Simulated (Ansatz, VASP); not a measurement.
## One calculation of Si, two programs

```
CELL_PARAMETERS angstrom
3.85128 0.00000 0.00000
-1.92564 3.33531 0.00000
0.00000 0.00000 23.53116
ATOMIC_POSITIONS crystal
Si 0.33333 0.66667 0.21248
Si 0.66667 0.33333 0.24653
Si 0.66667 0.33333 0.34773
Si 0.33333 0.66667 0.38178
Si 0.33333 0.66667 0.48298
Si 0.66667 0.33333 0.51702
Si 0.66667 0.33333 0.61822
Si 0.33333 0.66667 0.65227
Si 0.33333 0.66667 0.75347
Si 0.66667 0.33333 0.78752
```

Alike in both runs: task single point; functional PBE; k mesh 9 × 9 × 1; occupations gaussian, width 0.05 eV; no spin polarisation.

```csv
,VASP,Ansatz
version,VASP 6.6.1,Ansatz 0.2.0
potentials or method,"VASP PAW PBE potentials, release 64 (Si), cutoff 520 eV","scalar-relativistic, plane waves, PAW"
valence electrons in the cell,40,40
```

Ansatz gave:

```
gap on the k mesh at the Fermi level (eV) : none
rms of the force components (eV/Å)        : 0.244
```

Problem. Which values does VASP return?

Solution. gap on the k mesh at the Fermi level (eV): none; rms of the force components (eV/Å): 0.246.

Atom by atom the forces differ by 0.002 eV/Å (rms over components). A gap of «none» marks a metal or a gap that the smearing closes. With one functional, cell and mesh, what is left measures potentials, basis and numerics. Ansatz's warnings: vacuum density over bound.
